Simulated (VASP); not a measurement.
# Ti4C3 (P-43m) in VASP: single point with PBE

Aim: the single point of Ti4C3 with PBE.

Everything below comes from runs of VASP 6.6.1. Logs are shortened: lines on timing, memory, paths and dates and some standing lists are left out, and cuts for length are marked.

## 1. The cell of the first run

It takes space group P-43m (No. 215, cubic). Conventional cell: a = 4.653 Å, b = 4.653 Å, c = 4.653 Å, α = 90.00°, β = 90.00°, γ = 90.00°. Ti (site symmetry 3m) has 3 C at 2.02 Å within 2.7 Å. C (site symmetry -42m) has 4 Ti at 2.02 Å within 2.7 Å.

The cell was built from a structure type or drawn by symmetry, and may not be a known phase.

## 2. Single point, PBE

Input file INCAR:

```
ALGO = Normal
EDIFF = 1E-6
ENCUT = 600
GGA = PE
GGA_COMPAT = F
ISIF = 2
ISMEAR = 0
LASPH = T
LCHARG = F
LREAL = F
LWAVE = F
NBANDS = 39
NELM = 120
PREC = Accurate
SIGMA = 0.2
```

Input file KPOINTS:

```
k-points
0
Gamma
  4 4 4
```

Input file POSCAR:

```
Ti4C3
1.0
    4.6532391097      0.0000000000      0.0000000000
    0.0000000000      4.6532391097      0.0000000000
    0.0000000000      0.0000000000      4.6532391097
Ti C
4 3
Direct
    0.7486830570      0.7486830570      0.7486830570
    0.2513169430      0.2513169430      0.7486830570
    0.2513169430      0.7486830570      0.2513169430
    0.7486830570      0.2513169430      0.2513169430
    0.0000000000      0.0000000000      0.5000000000
    0.5000000000      0.0000000000      0.0000000000
    0.0000000000      0.5000000000      0.0000000000
```

Potentials or basis: VASP PAW PBE potentials, release 64 (Ti_sv, C).

Launch:

```bash
$ cat potpaw_PBE.64/Ti_sv/POTCAR potpaw_PBE.64/C/POTCAR > POTCAR
$ mpirun -np 1 vasp_std > vasp.out
```

OUTCAR:

```text
EDIFF = 1E-6
   ENCUT = 600
   GGA = PE
   ISIF = 2
   ISMEAR = 0
   LASPH = T
   LREAL = F
   NELM = 120
   PREC = Accurate

 ion  position               nearest neighbor table
   1  0.749  0.749  0.749-   5 2.02   6 2.02   7 2.02
   2  0.251  0.251  0.749-   5 2.02   6 2.02   7 2.02
   3  0.251  0.749  0.251-   5 2.02   6 2.02   7 2.02
   4  0.749  0.251  0.251-   5 2.02   6 2.02   7 2.02
   5  0.000  0.000  0.500-   1 2.02   2 2.02   3 2.02   4 2.02
   6  0.500  0.000  0.000-   1 2.02   2 2.02   3 2.02   4 2.02
   7  0.000  0.500  0.000-   1 2.02   2 2.02   3 2.02   4 2.02

  LATTYP: Found a simple cubic cell.
 ALAT       =     4.6532391097

  Lattice vectors:

 A1 = (   4.6532391097,   0.0000000000,   0.0000000000)
 A2 = (   0.0000000000,   4.6532391097,   0.0000000000)
 A3 = (   0.0000000000,   0.0000000000,   4.6532391097)

Analysis of symmetry for initial positions (statically):
=====================================================================
 Subroutine PRICEL returns:
 Original cell was already a primitive cell.

 Routine SETGRP: Setting up the symmetry group for a
 simple cubic supercell.

 Subroutine GETGRP returns: Found 24 space group operations
 (whereof 24 operations were pure point group operations)
 out of a pool of 48 trial point group operations.

The static configuration has the point symmetry T_d .

Analysis of symmetry for dynamics (positions and initial velocities):
=====================================================================
 Subroutine PRICEL returns:
 Original cell was already a primitive cell.

 Routine SETGRP: Setting up the symmetry group for a
 simple cubic supercell.

 Subroutine GETGRP returns: Found 24 space group operations
 (whereof 24 operations were pure point group operations)
 out of a pool of 48 trial point group operations.

The dynamic configuration has the point symmetry T_d .

 Subroutine INISYM returns: Found 24 space group operations
 (whereof 24 operations are pure point group operations),
 and found     1 'primitive' translations

----------------------------------------------------------------------------------------

                                     Primitive cell

  volume of cell :     100.7549

  direct lattice vectors                    reciprocal lattice vectors
     4.653239110  0.000000000  0.000000000     0.214904065  0.000000000  0.000000000
[... 84 lines left out ...]
   NSW    =      0    number of steps for IOM
   IBRION =     -1    ionic relax: 0-MD 1-quasi-New 2-CG
   NFREE  =      0    steps in history (QN), initial steepest desc. (CG)
   ISIF   =      2    stress and relaxation
   ISYM   =      2    0-nonsym 1-usesym 2-fastsym
   POTIM  = 0.5000    time-step for ionic-motion
   TEBEG  =    0.0;   TEEND  =   0.0 temperature during run
   PSTRESS=    0.0 pullay stress
   NELECT =      60.0000    total number of electrons
   NUPDOWN=      -1.0000    fix difference up-down
   EMIN   =  10.00;   EMAX   =-10.00  energy-range for DOS
   EFERMI =   0.00;   METHOD = LEGACY
   ISMEAR =     0;   SIGMA  =   0.20  broadening in eV -4-tet -1-fermi 0-gaus
   EFERMI_NEDOS =   21; number of points for ismear=-14 and -15
   IALGO  =     38    algorithm
   IMIX   =      4    mixing-type and parameters
     AMIX     =   0.40;   BMIX     =  1.00
     AMIX_MAG =   1.60;   BMIX_MAG =  1.00
  volume/ion in A,a.u.               =      14.39        97.13
  Fermi-wavevector in a.u.,A,eV,Ry     =   1.377325  2.602768 25.810594  1.897025
  Thomas-Fermi vector in A             =   2.502489
   LORBIT       =      0    0 simple, 1 ext, 2 COOP (PROOUT), +10 PAW based schemes
   GGA     = PE    functional components
   LHFCALC =     F    Hartree Fock is set to
   AEXX    =    0.0000 exact exchange contribution
   IVDW    =     0    specifies the selected vdW correction
   LEPSILON=     F    determine dielectric tensor
   LRPA    =     F    only Hartree local field effects (RPA)
 non-spin polarized calculation
 Gauss-broadening in eV      SIGMA  =   0.20
  energy-cutoff  :      600.00
  volume of cell :      100.75
 maximum number of plane-waves:      3407
 NGX is ok and might be reduce to    40
   NGX = 19   NGY = 19   NGZ = 19

 number of electron      59.9999996 magnetization

 Free energy of the ion-electron system (eV)
  ---------------------------------------------------
  ext. energy  EPLUGINS =         0.00000000
  ---------------------------------------------------
  free energy    TOTEN  =       -59.06774501 eV

  energy without entropy =      -58.91843449  energy(sigma->0) =      -58.99308975

 E-fermi :   6.5699     XC(G=0): -10.9435

 val. band max:        6.5497275379   @ k =   0.5000   0.5000   0.0000
 cond. band min:       6.5917588157   @ k =   0.5000   0.2500   0.0000
 fundamental gap:      0.0420312778
 Fermi energy:         6.5699396380

 k-point     1 :       0.0000    0.0000    0.0000
  band No.  band energies     occupation
      1     -50.3677      2.00000
      2     -50.3290      2.00000
      3     -50.3290      2.00000
      4     -50.3290      2.00000
      5     -26.7622      2.00000
      6     -26.7423      2.00000
[... 409 lines left out ...]
     38       8.7652      0.00000
     39       8.7652      0.00000

------------------------ aborting loop because EDIFF is reached ----------------------------------------

  FORCE on cell =-STRESS in cart. coord.  units (eV):
  Direction    XX          YY          ZZ          XY          YZ          ZX
  --------------------------------------------------------------------------------------
  -------------------------------------------------------------------------------------
  Total       -0.0346557     -0.0346557     -0.0346557      0.0000000     -0.0000000     -0.0000000
  in kB       -0.5510853     -0.5510853     -0.5510853      0.0000000     -0.0000000     -0.0000000
  external PRESSURE =      -0.5510853 kB  Pullay stress =       0.0000000 kB

 VOLUME and BASIS-vectors are now :
 -----------------------------------------------------------------------------
  energy-cutoff  :      600.00
  volume of cell :      100.75
      direct lattice vectors                 reciprocal lattice vectors
     4.653239110  0.000000000  0.000000000     0.214904065  0.000000000  0.000000000
     0.000000000  4.653239110  0.000000000     0.000000000  0.214904065  0.000000000
     0.000000000  0.000000000  4.653239110     0.000000000  0.000000000  0.214904065

 POSITION                                       TOTAL-FORCE (eV/Angst)
 -----------------------------------------------------------------------------------
      3.48380      3.48380      3.48380         0.049098      0.049098      0.049098
      1.16944      1.16944      3.48380        -0.049098     -0.049098      0.049098
      1.16944      3.48380      1.16944        -0.049098      0.049098     -0.049098
      3.48380      1.16944      1.16944         0.049098     -0.049098     -0.049098
      0.00000      0.00000      2.32662         0.000000      0.000000     -0.000000
      2.32662      0.00000      0.00000         0.000000      0.000000     -0.000000
      0.00000      2.32662      0.00000         0.000000      0.000000     -0.000000
 -----------------------------------------------------------------------------------
    total drift:                                0.000000      0.000000     -0.000000

  FREE ENERGIE OF THE ION-ELECTRON SYSTEM (eV)
  ---------------------------------------------------
  free  energy   TOTEN  =       -59.0677450081 eV

  energy  without entropy=      -58.9184344917  energy(sigma->0) =      -58.99308975
```

stdout:

```text
POSCAR found type information on POSCAR TiC
 POSCAR found :  2 types and       7 ions
 scaLAPACK will be used
 LDA part: xc-table for (Slater+PW92), standard interpolation
 POSCAR, INCAR and KPOINTS ok, starting setup
 FFT: planning ... GRIDC
 FFT: planning ... GRID_SOFT
 FFT: planning ... GRID
 WAVECAR not read
 entering main loop
```

Run time: 33 s. Hardware: 1 thread of AMD EPYC 9R45 (Zen 5), shared host; peak memory 0.21 GiB.

What came out:

```
Free energy            : -59.0677 eV
Pressure               : -0.1 GPa
Largest force          : 0.085 eV/Å
Band gap on the k mesh : zero (bands 30 and 31 overlap by 0.62 eV)
```

Forces on the atoms (eV/Å):
```
Ti   0.049  0.049  0.049
Ti  -0.049 -0.049  0.049
Ti  -0.049  0.049 -0.049
Ti   0.049 -0.049 -0.049
C    0.000  0.000  0.000
C    0.000  0.000  0.000
C    0.000  0.000  0.000
```
